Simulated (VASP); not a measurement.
Here is a VASP 6.6.1 calculation.

INCAR

```
SYSTEM = ReBi
PREC     = Accurate       ! precision mode
ENCUT    = 520            ! plane-wave cutoff, eV
EDIFF    = 1E-6           ! SCF threshold, eV
ISMEAR   = -1             ! smearing method
SIGMA    = 0.05           ! smearing width, eV
LREAL    = .False.        ! projectors in reciprocal space
LASPH    = .True.         ! aspherical terms in the spheres
NELM     = 100            ! most SCF steps
ALGO     = Normal         ! electronic algorithm
ISIF     = 2              ! what is computed and relaxed
LWAVE    = .False.        ! write WAVECAR
LCHARG   = .False.        ! write CHGCAR
GGA      = PE             ! functional
NBANDS   = 18             ! bands
```

File KPOINTS:

```
regular mesh
0
Gamma
  11 11 11
  0 0 0
```

File POSCAR:

```
ReBi
1.0
    3.2785588429      0.0000000000      0.0000000000
    0.0000000000      3.2785588429      0.0000000000
    0.0000000000      0.0000000000      3.2785588429
Re Bi
1 1
Direct
    0.0000000000      0.0000000000      0.0000000000
    0.5000000000      0.5000000000      0.5000000000
```

Potentials or basis: VASP PAW PBE potentials, release 64 (Re, Bi_d).

Command:

```sh
$ cat potpaw_PBE.64/Re/POTCAR potpaw_PBE.64/Bi_d/POTCAR > POTCAR
$ mpirun -np 1 vasp_std > vasp.out
```

Estimate the band gap on the k mesh.

zero (band 11 reaches 12.58 eV, above the bottom of band 12 at 11.02 eV).

Estimate the pressure.

21.7 GPa.

Caveat: spin-orbit coupling is left out, which moves the levels of the heavy elements.
